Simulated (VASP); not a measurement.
Here is a VASP 6.6.1 calculation.

Contents of INCAR:

```
SYSTEM = MgO
  PREC = Accurate
  ENCUT = 520
  EDIFF = 1E-6
  ISMEAR = 0
  SIGMA = 0.05
  LREAL = .FALSE.
  LASPH = .TRUE.
  NELM = 60
  ALGO = Normal
  ISIF = 2
  LWAVE = .FALSE.
  LCHARG = .FALSE.
  GGA = PE
  NBANDS = 11
```

KPOINTS

```
Automatic mesh
0
G
  10 10 10
  0 0 0
```

Contents of POSCAR:

```
MgO
1.0
    0.0000000000      2.3195132437      1.8092203301
    2.3195132437      0.0000000000      1.8092203301
    2.3195132437      2.3195132437      0.0000000000
Mg O
1 1
Direct
    0.0000000000      0.0000000000      0.0000000000
    0.5000000000      0.5000000000      0.5000000000
```

Potentials or basis: VASP PAW PBE potentials, release 64 (Mg, O).

The run is started by

```sh
$ cat potpaw_PBE.64/Mg/POTCAR potpaw_PBE.64/O/POTCAR > POTCAR
$ mpirun -np 1 vasp_std > vasp.out
```

Task: What does it give for the pressure?

Result: 20.0 GPa.

Task: Estimate the band gap on the k mesh.

Result: 3.89 eV, direct.

Stress tensor (GPa, compression positive):
```
-6.92  0.00  0.00
 0.00 -6.92  0.00
 0.00  0.00 73.94
```
